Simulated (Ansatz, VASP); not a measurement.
## NaCl: VASP beside Ansatz

```
CELL_PARAMETERS angstrom
0.00000 2.60521 2.83175
2.60521 0.00000 2.83175
2.60521 2.60521 0.00000
ATOMIC_POSITIONS crystal
Na 0.00000 0.00000 0.00000
Cl 0.50000 0.50000 0.50000
```

Change from the starting cell: strain -0.080 along x and y, +0.000 along z, atoms carried along.

Alike in both runs: task single point; functional r2SCAN; k mesh 8 × 8 × 8; occupations gaussian, width 0.05 eV; no spin polarisation.

|  | VASP | Ansatz |
| --- | --- | --- |
| version | VASP 6.6.1 | Ansatz 0.2.0 |
| potentials or method | VASP PAW PBE potentials, release 64 (Na_pv, Cl), cutoff 520 eV | scalar-relativistic, plane waves, PAW |
| valence electrons in the cell | 14 | 16 |

```csv
,VASP,Ansatz,Ansatz less VASP
gap on the k mesh at the Fermi level (eV),6.61,6.59,-0.023
least direct gap on the mesh (eV),6.61,6.59,-0.023
pressure (GPa),5.6,5.9,+0.32
"traceless stress, the component that is largest in VASP (GPa)",-4.61,-4.69,-0.081
```

VASP's potentials were made for PBE, not for r2SCAN. VASP's potentials hold 14 valence electrons a cell and Ansatz's 16, so a difference there can come from the potentials and not from the codes.
